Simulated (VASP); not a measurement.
# Al2O3 (P-3m1) in VASP: further runs

The runs below take Al2O3 through relaxation of cell and atoms, single point, with PBE, PBEsol, HSE06.

All numbers are computed with VASP 6.6.1; they aren't measurements. Logs are shortened: lines on timing, memory, paths and dates and some standing lists are left out, and cuts for length are marked.

### Step 1. The cell of the first run

Symmetry: P-3m1, No. 164, trigonal system. Conventional cell: a = 3.017 Å, b = 3.017 Å, c = 7.575 Å, α = 90.00°, β = 90.00°, γ = 120.00°. Within 2.2 Å of Al (site symmetry 3m) lie 4 O at 1.68 to 1.84 Å. Within 2.2 Å of O (site symmetry -3m) lie 2 Al at 1.68 Å. Within 2.4 Å of O (site symmetry 3m) lie 3 Al at 1.84 Å.

### Step 2. Relaxation of cell and atoms, PBE

INCAR reads:

```
PREC = Accurate ; ENCUT = 600
EDIFF = 1E-6 ; ISMEAR = -1
SIGMA = 0.05 ; LREAL = F
LASPH = T ; NELM = 80
ALGO = Normal ; ISIF = 3
LWAVE = F ; LCHARG = F
GGA = PE ; IBRION = 2
NSW = 60 ; EDIFFG = -0.01
```

KPOINTS reads:

```
Automatic mesh
0
Gamma
  10 10 4
```

POSCAR reads:

```
Al2O3
1.0
    3.0174825440      0.0000000000      0.0000000000
   -1.5087412720      2.6132165386      0.0000000000
    0.0000000000      0.0000000000      7.5746360022
Al O
2 3
Direct
    0.0000000000      0.0000000000      0.7220490000
    0.0000000000      0.0000000000      0.2779510000
    0.0000000000      0.0000000000      0.5000000000
    0.6666666667      0.3333333333      0.8005460000
    0.3333333333      0.6666666667      0.1994540000
```

Potentials or basis: VASP PAW PBE potentials, release 64 (Al, O).

Started as:

```sh
$ cat potpaw_PBE.64/Al/POTCAR potpaw_PBE.64/O/POTCAR > POTCAR
$ mpirun -np 1 vasp_std > vasp.out
```

OUTCAR:

```text
PREC = Accurate
   ENCUT = 600
   EDIFF = 1E-6
   ISMEAR = -1
   LREAL = F
   LASPH = T
   NELM = 80
   ISIF = 3
   GGA = PE
   IBRION = 2
   NSW = 60
   EDIFFG = -0.01

 ion  position               nearest neighbor table
   1  0.000  0.000  0.722-   3 1.68   4 1.84   4 1.84   4 1.84   2 3.36
   2  0.000  0.000  0.278-   3 1.68   5 1.84   5 1.84   5 1.84   1 3.36
   3  0.000  0.000  0.500-   1 1.68   2 1.68
   4  0.667  0.333  0.801-   1 1.84   1 1.84   1 1.84
   5  0.333  0.667  0.199-   2 1.84   2 1.84   2 1.84

  LATTYP: Found a hexagonal cell.
 ALAT       =     3.0174825440
 C/A-ratio  =     2.5102501478

  Lattice vectors:

 A1 = (   3.0174825440,   0.0000000000,   0.0000000000)
 A2 = (  -1.5087412720,   2.6132165386,   0.0000000000)
 A3 = (   0.0000000000,   0.0000000000,   7.5746360022)

Analysis of symmetry for initial positions (statically):
=====================================================================
 Subroutine PRICEL returns:
 Original cell was already a primitive cell.

 Routine SETGRP: Setting up the symmetry group for a
 hexagonal supercell.

 Subroutine GETGRP returns: Found 12 space group operations
 (whereof 12 operations were pure point group operations)
 out of a pool of 24 trial point group operations.

The static configuration has the point symmetry D_3d.

Analysis of symmetry for dynamics (positions and initial velocities):
=====================================================================
 Subroutine PRICEL returns:
 Original cell was already a primitive cell.

 Routine SETGRP: Setting up the symmetry group for a
 hexagonal supercell.

 Subroutine GETGRP returns: Found 12 space group operations
 (whereof 12 operations were pure point group operations)
 out of a pool of 24 trial point group operations.

The dynamic configuration has the point symmetry D_3d.

 Subroutine INISYM returns: Found 12 space group operations
 (whereof 12 operations are pure point group operations),
 and found     1 'primitive' translations

----------------------------------------------------------------------------------------

                                     Primitive cell

  volume of cell :      59.7285

  direct lattice vectors                    reciprocal lattice vectors
     3.017482544  0.000000000  0.000000000     0.331402083  0.191335082  0.000000000
    -1.508741272  2.613216539  0.000000000     0.000000000  0.382670163  0.000000000
[... 115 lines left out ...]
   LORBIT       =      0    0 simple, 1 ext, 2 COOP (PROOUT), +10 PAW based schemes
   GGA     = PE    functional components
   LHFCALC =     F    Hartree Fock is set to
   AEXX    =    0.0000 exact exchange contribution
   IVDW    =     0    specifies the selected vdW correction
   LEPSILON=     F    determine dielectric tensor
   LRPA    =     F    only Hartree local field effects (RPA)
 conjugate gradient relaxation of ions
 non-spin polarized calculation
  energy-cutoff  :      600.00
  volume of cell :       59.73
 maximum number of plane-waves:      2020
   NGX = 13   NGY = 13   NGZ = 31

--------------------------------------- Ionic step        1  -------------------------------------------

 number of electron      24.0000008 magnetization

 Free energy of the ion-electron system (eV)
  ---------------------------------------------------
  ext. energy  EPLUGINS =         0.00000000
  ---------------------------------------------------
  free energy    TOTEN  =       -36.20164330 eV

  energy without entropy =      -36.20164330  energy(sigma->0) =      -36.20164330

------------------------ aborting loop because EDIFF is reached ----------------------------------------

  FORCE on cell =-STRESS in cart. coord.  units (eV):
  Direction    XX          YY          ZZ          XY          YZ          ZX
  --------------------------------------------------------------------------------------
  -------------------------------------------------------------------------------------
  Total       -0.3482000     -0.3482000     -0.1620986      0.0000000      0.0000000      0.0000000
  in kB       -9.3402278     -9.3402278     -4.3481851      0.0000000      0.0000000      0.0000000
  external PRESSURE =      -7.6762136 kB  Pullay stress =       0.0000000 kB
[... 98 lines left out ...]
  FREE ENERGIE OF THE ION-ELECTRON SYSTEM (eV)
  ---------------------------------------------------
  free  energy   TOTEN  =       -36.2028881081 eV

  energy  without entropy=      -36.2028881081  energy(sigma->0) =      -36.20288811

[... ionic steps 4 to 18 ...]

--------------------------------------- Ionic step       19  -------------------------------------------

 number of electron      24.0000007 magnetization

------------------------ aborting loop because EDIFF is reached ----------------------------------------
[... 73 lines left out ...]
--------------------------------------- Ionic step       21  -------------------------------------------

 number of electron      24.0000007 magnetization

 Free energy of the ion-electron system (eV)
  ---------------------------------------------------
  ext. energy  EPLUGINS =         0.00000000
  ---------------------------------------------------
  free energy    TOTEN  =       -36.21631067 eV

  energy without entropy =      -36.21631067  energy(sigma->0) =      -36.21631067

 E-fermi :   4.2173     XC(G=0):  -9.1792

 val. band max:        3.1678760296   @ k =   0.0000   0.0000   0.5000
 cond. band min:       5.5373141385   @ k =   0.0000   0.0000   0.0000
 fundamental gap:      2.3694381089
 Fermi energy:         4.2173282049

 k-point     1 :       0.0000    0.0000    0.0000
  band No.  band energies     occupation
      1     -16.4600      2.00000
      2     -16.3332      2.00000
      3     -13.7190      2.00000
      4      -2.7656      2.00000
      5      -1.1119      2.00000
      6      -0.5752      2.00000
[... 433 lines left out ...]
      3     -13.2940      2.00000
      4      -4.1767      2.00000
      5      -3.8110      2.00000
      6      -1.2254      2.00000
[... 8 lines left out ...]
     15      11.4054      0.00000
     16      11.7774      0.00000

 [... further k-points ...]

------------------------ aborting loop because EDIFF is reached ----------------------------------------

  FORCE on cell =-STRESS in cart. coord.  units (eV):
  Direction    XX          YY          ZZ          XY          YZ          ZX
  --------------------------------------------------------------------------------------
  -------------------------------------------------------------------------------------
  Total        0.0003930      0.0003930     -0.0322955      0.0000000      0.0000000      0.0000000
  in kB        0.0097774      0.0097774     -0.8034608      0.0000000      0.0000000      0.0000000
  external PRESSURE =      -0.2613020 kB  Pullay stress =       0.0000000 kB
[... 20 lines left out ...]
  FREE ENERGIE OF THE ION-ELECTRON SYSTEM (eV)
  ---------------------------------------------------
  free  energy   TOTEN  =       -36.2163106696 eV

  energy  without entropy=      -36.2163106696  energy(sigma->0) =      -36.21631067

 reached required accuracy - stopping structural energy minimisation
```

CONTCAR:

```text
Al2O3
   1.00000000000000
     3.0110914860990143    0.0000000000000000    0.0000000000000000
    -1.5055457430495072    2.6076817201005524   -0.0000000000000000
     0.0000000000000001    0.0000000000000000    8.2018002627506412
  Al              O
     2     3
Direct
     0.0000000000000000    0.0000000000000000    0.7047195650438355
     0.0000000000000000    1.0000000000000000    0.2952804349561646
     1.0000000000000000    0.0000000000000000    0.5000000000000000
     0.6666666667000030    0.3333333332999970    0.7771295138628133
     0.3333333332999970    0.6666666667000030    0.2228704861371867

  0.00000000E+00  0.00000000E+00  0.00000000E+00
  0.00000000E+00  0.00000000E+00  0.00000000E+00
  0.00000000E+00  0.00000000E+00  0.00000000E+00
  0.00000000E+00  0.00000000E+00  0.00000000E+00
  0.00000000E+00  0.00000000E+00  0.00000000E+00
```

Run time: 4.9 min. Hardware: 1 thread of AMD EPYC 9R45 (Zen 5), shared host; peak memory 0.18 GiB.

What came out:

```
Free energy                           : -36.2163 eV
Relaxed volume                        : 12.88 Å³/atom
Relaxed cell                          : a = 3.011 Å, b = 3.011 Å, c = 8.202 Å, α = 90.00°, β = 90.00°, γ = 120.00°
Space group after relaxing (to 0.1 Å) : P-3m1 (No. 164)
Energy gained by relaxing             : 2.9 meV/atom
Ionic steps                           : 21
Pressure after relaxing               : 0.0 GPa
Largest force after relaxing          : 0.007 eV/Å
Band gap on the k mesh                : 2.37 eV
```

Forces on the atoms (eV/Å):
```
Al   0.000  0.000  0.007
Al   0.000  0.000 -0.007
O    0.000  0.000  0.000
O    0.000  0.000 -0.006
O    0.000  0.000  0.006
```

The path:
```csv
step,energy change (eV),largest force (eV/Å),pressure (GPa),volume (Å³)
1,0.0000,0.0925,-0.77,59.73
2,-0.0008,0.0467,0.91,59.24
3,-0.0012,0.0441,0.26,59.42
4,-0.0018,0.1215,0.29,59.45
5,-0.0018,0.1262,0.31,59.45
6,-0.0022,0.1164,0.28,59.49
7,-0.0033,0.0832,0.22,59.63
8,-0.0048,0.1016,0.11,59.91
9,-0.0056,0.2055,0.00,60.47
10,-0.0060,0.2004,0.00,60.54
11,-0.0071,0.1877,-0.05,60.74
12,-0.0091,0.1578,-0.03,61.14
13,-0.0116,0.1015,-0.01,61.96
14,-0.0129,0.1971,0.17,63.58
15,-0.0144,0.0437,0.19,64.02
16,-0.0145,0.0189,0.25,64.20
17,-0.0145,0.0251,0.27,64.22
18,-0.0145,0.0306,0.27,64.23
19,-0.0146,0.0149,0.13,64.31
20,-0.0147,0.0091,-0.04,64.40
21,-0.0147,0.0067,-0.03,64.40
```

Final structure:
```
CELL_PARAMETERS angstrom
3.01109 0.00000 0.00000
-1.50555 2.60768 0.00000
0.00000 0.00000 8.20180
ATOMIC_POSITIONS crystal
Al 0.00000 0.00000 0.70472
Al 0.00000 0.00000 0.29528
O 0.00000 0.00000 0.50000
O 0.66667 0.33333 0.77713
O 0.33333 0.66667 0.22287
```

### Step 3. Relaxation of cell and atoms, PBEsol

INCAR reads:

```
SYSTEM = Al2O3
PREC = Accurate
ENCUT = 600
EDIFF = 1E-7
ISMEAR = -1
SIGMA = 0.05
LREAL = .FALSE.
LASPH = .TRUE.
NELM = 60
ALGO = Normal
ISIF = 3
LWAVE = .FALSE.
LCHARG = .FALSE.
GGA = PS
IBRION = 2
NSW = 60
EDIFFG = -0.01
```

KPOINTS reads:

```
Automatic mesh
0
G
  10 10 4
  0 0 0
```

POSCAR is that of step 2.

Potentials or basis: VASP PAW PBE potentials, release 64 (Al, O).

Started as:

```sh
$ cat potpaw_PBE.64/Al/POTCAR potpaw_PBE.64/O/POTCAR > POTCAR
$ mpirun -np 1 vasp_std > vasp.out
```

It took 6.8 min on 1 thread of AMD EPYC 9R45 (Zen 5), shared host; peak memory 0.19 GiB.

It converged, with:

```
Free energy                           : -37.7554 eV
Relaxed volume                        : 11.91 Å³/atom
Relaxed cell                          : a = 2.989 Å, b = 2.989 Å, c = 7.698 Å, α = 90.00°, β = 90.00°, γ = 120.00°
Space group after relaxing (to 0.1 Å) : P-3m1 (No. 164)
Energy gained by relaxing             : 3.7 meV/atom
Ionic steps                           : 23
Pressure after relaxing               : -0.1 GPa
Largest force after relaxing          : 0.008 eV/Å
Band gap on the k mesh                : 2.34 eV
```

Forces in eV/Å, atoms in the order of the input:
```
Al   0.000  0.000  0.008
Al   0.000  0.000 -0.008
O    0.000  0.000  0.000
O    0.000  0.000 -0.007
O    0.000  0.000  0.007
```

Stress tensor (GPa, compression positive):
```
-0.08  0.00  0.00
 0.00 -0.08  0.00
 0.00  0.00  0.00
```

The path:
```
step  energy change (eV)  largest force (eV/Å)  pressure (GPa)  volume (Å³)
   1              0.0000                0.1893           -3.70        59.73
   2             -0.0039                0.2144            3.62        57.38
   3             -0.0166                0.0660            0.07        58.45
   4             -0.0160                0.2629           -0.05        58.39
   5             -0.0172                0.0715            0.02        58.43
   6             -0.0175                0.0157            0.02        58.42
   7             -0.0175                0.0187            0.02        58.42
   8             -0.0176                0.0178            0.04        58.43
   9             -0.0177                0.0149            0.07        58.47
  10             -0.0178                0.0091            0.16        58.54
  11             -0.0181                0.0254            0.33        58.68
  12             -0.0180                0.0643            0.68        58.95
  13             -0.0181                0.0458            0.51        58.82
  14             -0.0181                0.0452            0.51        58.83
  15             -0.0182                0.0424            0.50        58.84
  16             -0.0182                0.0370            0.47        58.87
  17             -0.0183                0.0260            0.42        58.93
  18             -0.0184                0.0196            0.34        59.04
  19             -0.0186                0.0386            0.18        59.27
  20             -0.0186                0.0506            0.12        59.34
  21             -0.0186                0.0353            0.08        59.40
  22             -0.0187                0.0208            0.03        59.45
  23             -0.0187                0.0082           -0.06        59.55
```

Final structure:
```cif
data_structure
_symmetry_space_group_name_H-M 'P 1'
_symmetry_Int_Tables_number 1
_cell_length_a 2.9888
_cell_length_b 2.9888
_cell_length_c 7.6980
_cell_angle_alpha 90.000
_cell_angle_beta 90.000
_cell_angle_gamma 120.000
_cell_volume 59.55
loop_
_atom_site_label
_atom_site_type_symbol
_atom_site_fract_x
_atom_site_fract_y
_atom_site_fract_z
_atom_site_occupancy
Al1 Al 0.00000 0.00000 0.71738 1
Al2 Al 0.00000 0.00000 0.28262 1
O1 O 0.00000 0.00000 0.50000 1
O2 O 0.66667 0.33333 0.79449 1
O3 O 0.33333 0.66667 0.20551 1
```

Levels at points of the mesh, in eV from the valence-band top:
```
           k point  band 9  band 10  band 11  band 12  band 13  band 14  band 15  band 16
(0.00, 0.00, 0.00)   -3.80    -2.49     0.00     0.00     2.34     4.29     7.23    10.14
(0.50, 0.00, 0.00)   -3.62    -3.24    -1.86    -0.51     4.51     6.11     8.25     8.91
(0.00, 0.00, 0.50)   -3.79    -3.15     0.00     0.00     3.29     3.31     8.07     8.47
(0.50, 0.00, 0.50)   -3.55    -3.42    -1.79    -0.51     4.90     5.60     8.15     8.62
```

Caveat: the PAW data sets were made with another functional, which shifts forces and pressure a little. A k mesh can miss the band edges.

### Step 4. Relaxation of cell and atoms, PBEsol

INCAR reads:

```
PREC = Accurate
ENCUT = 1340
EDIFF = 1E-7
ISMEAR = -1
SIGMA = 0.05
LREAL = F
LASPH = T
NELM = 120
ALGO = Normal
ISIF = 3
LWAVE = F
LCHARG = F
GGA = PS
IBRION = 2
NSW = 60
EDIFFG = -0.01
GGA_COMPAT = F
NELMIN = 4
```

KPOINTS reads:

```
Automatic mesh
0
Gamma
  10 10 4
```

POSCAR is that of step 3.

Potentials or basis: VASP PAW PBE potentials, release 64 (Al, O_h).

Started as:

```sh
$ cat potpaw_PBE.64/Al/POTCAR potpaw_PBE.64/O_h/POTCAR > POTCAR
$ mpirun -np 1 vasp_std > vasp.out
```

Wall time 13 min (1 thread of Intel Xeon 6975P-C (Granite Rapids), shared host); peak memory 0.46 GiB.

It converged, with:

```
Free energy                           : -37.7881 eV
Relaxed volume                        : 11.89 Å³/atom
Relaxed cell                          : a = 2.988 Å, b = 2.988 Å, c = 7.691 Å, α = 90.00°, β = 90.00°, γ = 120.00°
Space group after relaxing (to 0.1 Å) : P-3m1 (No. 164)
Energy gained by relaxing             : 3.9 meV/atom
Ionic steps                           : 16
Pressure after relaxing               : -0.1 GPa
Largest force after relaxing          : 0.007 eV/Å
Band gap on the k mesh                : 2.34 eV
```

Forces on the atoms (eV/Å):
```
Al   0.000  0.000 -0.006
Al   0.000  0.000  0.006
O    0.000  0.000  0.000
O    0.000  0.000 -0.007
O    0.000  0.000  0.007
```

Step by step:
```csv
step,energy change (eV),largest force (eV/Å),pressure (GPa),volume (Å³)
1,0.0000,0.1704,-3.71,59.73
2,-0.0038,0.2341,3.69,57.37
3,-0.0167,0.0670,0.09,58.45
4,-0.0162,0.2835,-0.01,58.37
5,-0.0175,0.0859,0.04,58.42
6,-0.0179,0.0180,0.04,58.42
7,-0.0179,0.0234,0.04,58.42
8,-0.0180,0.0228,0.04,58.44
9,-0.0181,0.0216,0.05,58.49
10,-0.0184,0.0178,0.08,58.60
11,-0.0189,0.0102,0.14,58.82
12,-0.0194,0.0242,0.27,59.27
13,-0.0195,0.0045,0.13,59.34
14,-0.0195,0.0225,0.01,59.40
15,-0.0195,0.0131,-0.03,59.43
16,-0.0195,0.0071,-0.06,59.45
```

Final structure:
```
Al O
1.0
     2.98770    0.00000    0.00000
    -1.49385    2.58742    0.00000
     0.00000    0.00000    7.69066
Al O
2 3
Direct
  0.00000 0.00000 0.71761
  0.00000 0.00000 0.28239
  0.00000 0.00000 0.50000
  0.66667 0.33333 0.79507
  0.33333 0.66667 0.20493
```

Levels at points of the mesh, in eV from the valence-band top:
```csv
k point,band 10,band 11,band 12,band 13,band 14,band 15
"(0.00, 0.00, 0.00)",-2.49,0.00,0.00,2.34,4.30,7.23
"(0.50, 0.00, 0.00)",-3.25,-1.86,-0.51,4.51,6.12,8.26
"(0.00, 0.00, 0.50)",-3.15,0.00,0.00,3.29,3.32,8.06
"(0.50, 0.00, 0.50)",-3.44,-1.80,-0.51,4.90,5.59,8.15
```

Caveat: the PAW data sets were made with another functional, which shifts forces and pressure a little. A k mesh can miss the band edges.

[end of part 1 of 2]
